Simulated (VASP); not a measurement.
Ti3Al:

```
CELL_PARAMETERS angstrom
2.88798 0.00000 0.00000
-1.44399 2.50106 0.00000
0.00000 0.00000 9.10167
ATOMIC_POSITIONS crystal
Ti 0.33333 0.66667 0.24941
Ti 0.33333 0.66667 0.75059
Ti 0.66667 0.33333 0.00000
Al 0.66667 0.33333 0.50000
```

This cell differs from its parent crystal: volume scaled by 0.96.

Base run:

* Program: VASP 6.6.1
* Functional: PBEsol
* Potentials or basis: VASP PAW PBE potentials, release 64 (Ti_sv, Al)
* Cutoff: 520 eV
* k mesh: 10 × 10 × 3
* Occupations: fermi-dirac, width 0.05 eV
* Spin: no spin polarisation

Its results: pressure 1.0 GPa; largest force 0.070 eV/Å.

The run is repeated on the same cell with these changes: functional from PBEsol to r2SCAN; further incar settings from ALGO = Normal; EDIFF = 1e-07; NBANDS = 28 to ALGO = Normal; EDIFF = 1e-06; NBANDS = 28. What comes out?

Pressure 4.5 GPa; largest force 0.033 eV/Å.

Caveats: the PAW data sets were made with another functional, which shifts forces and pressure a little.
